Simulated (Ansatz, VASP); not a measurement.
## Two plane-wave programs on Hf

```
CELL_PARAMETERS angstrom
2.98772 0.00000 0.00000
-1.49386 2.58744 0.00000
0.00000 0.00000 6.81474
ATOMIC_POSITIONS crystal
Hf 0.00000 0.00000 0.73361
Hf 0.00000 0.00000 0.26639
```

Alike in both runs: task relaxation of cell and atoms; functional PBE; k mesh 6 × 6 × 4; occupations gaussian, width 0.1 eV; no spin polarisation.

```csv
,VASP,Ansatz
version,VASP 6.6.1,Ansatz 0.2.0
potentials or method,"VASP PAW PBE potentials, release 64 (Hf_pv), cutoff 600 eV","scalar-relativistic, plane waves, PAW"
valence electrons in the cell,20,52
```

VASP gave:

* gap on the k mesh at the Fermi level, each at its own relaxed structure (eV): none
* relaxed volume (Å³/atom): 23.47
* relaxed length of the cell vector where the two differ most in proportion (Å): 2.998

Which values does Ansatz return?

gap on the k mesh at the Fermi level, each at its own relaxed structure (eV): none; relaxed volume (Å³/atom): 23.55; relaxed length of the cell vector where the two differ most in proportion (Å): 3.002.

A gap of «none» marks a metal or a gap that the smearing closes. VASP's potentials hold 20 valence electrons a cell and Ansatz's 52, so a difference there can come from the potentials and not from the codes.

The k mesh is coarse, so the values compare programs but aren't converged. Spin-orbit coupling is off throughout.
